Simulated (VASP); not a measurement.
Write the native input for VASP 6.6.1 that does the following.

```yaml
Task: single point
Functional: r2SCAN
Potentials_or_basis: VASP PAW PBE potentials, release 64 (C)
Cutoff: 520 eV
k_mesh: 12 × 12 × 3
Occupations: gaussian, width 0.05 eV
Spin: no spin polarisation
Dipole_correction: no
Further_INCAR_settings: ALGO = Normal; EDIFF = 1e-07; NBANDS = 21
```

The system is C.

```
CELL_PARAMETERS angstrom
-2.12684 1.22795 0.01101
-2.12684 -1.22795 0.01101
-0.29146 -0.20466 10.60702
ATOMIC_POSITIONS crystal
C 0.16667 0.02778 0.83335
C 0.50000 0.47222 0.16669
C 0.83333 0.75000 0.50002
C 0.16667 0.13889 0.16668
C 0.50000 0.41666 0.50001
C 0.83333 0.69444 0.83335
```

This cell differs from its parent crystal: the part above a cut slid along it.

One way to write it, as run:

POSCAR

```
C
1.0
   -2.1268362731      1.2279462884      0.0110113261
   -2.1268362731     -1.2279462884      0.0110113261
   -0.2914612174     -0.2046577147     10.6070206793
C
6
Direct
    0.1666680543      0.0277756666      0.8333543263
    0.5000013876      0.4722201110      0.1666876596
    0.8333347210      0.7499978888      0.5000209930
    0.1666652790      0.1388854445      0.1666790070
    0.4999986124      0.4166632223      0.5000123404
    0.8333319457      0.6944410001      0.8333456737
```

INCAR.step1

```
  ALGO = Normal
  EDIFF = 1E-4
  ENCUT = 520
  GGA = PE
  ISMEAR = 0
  LASPH = T
  LCHARG = F
  LREAL = F
  LWAVE = T
  NBANDS = 21
  NELM = 60
  PREC = Accurate
  SIGMA = 0.05
```

INCAR.step2

```
  ALGO = Normal
  EDIFF = 1E-7
  ENCUT = 520
  ISIF = 2
  ISMEAR = 0
  ISTART = 1
  LASPH = T
  LCHARG = T
  LELF = T
  LMIXTAU = T
  LREAL = F
  LVHAR = T
  LWAVE = F
  METAGGA = R2SCAN
  NBANDS = 21
  NELM = 60
  PREC = Accurate
  SIGMA = 0.05
```

KPOINTS

```
k-points
0
Gamma
  12 12 3
```

Potentials or basis: VASP PAW PBE potentials, release 64 (C).

Command:

```bash
$ cat potpaw_PBE.64/C/POTCAR > POTCAR
$ cp INCAR.step1 INCAR
$ mpirun -np 1 vasp_std > vasp.out
$ cp INCAR.step2 INCAR
$ mpirun -np 1 vasp_std > vasp.out
```

Results of the run:

- Pressure: 0.6 GPa
- Largest force: 0.013 eV/Å

Caveat: the cell differs from its parent crystal (the part above a cut slid along it); the PAW data sets were made with another functional, which shifts forces and pressure a little.

Run time: 7.9 min on 1 thread of AMD EPYC 9R45 (Zen 5), on a shared host, peak memory 0.26 GiB.
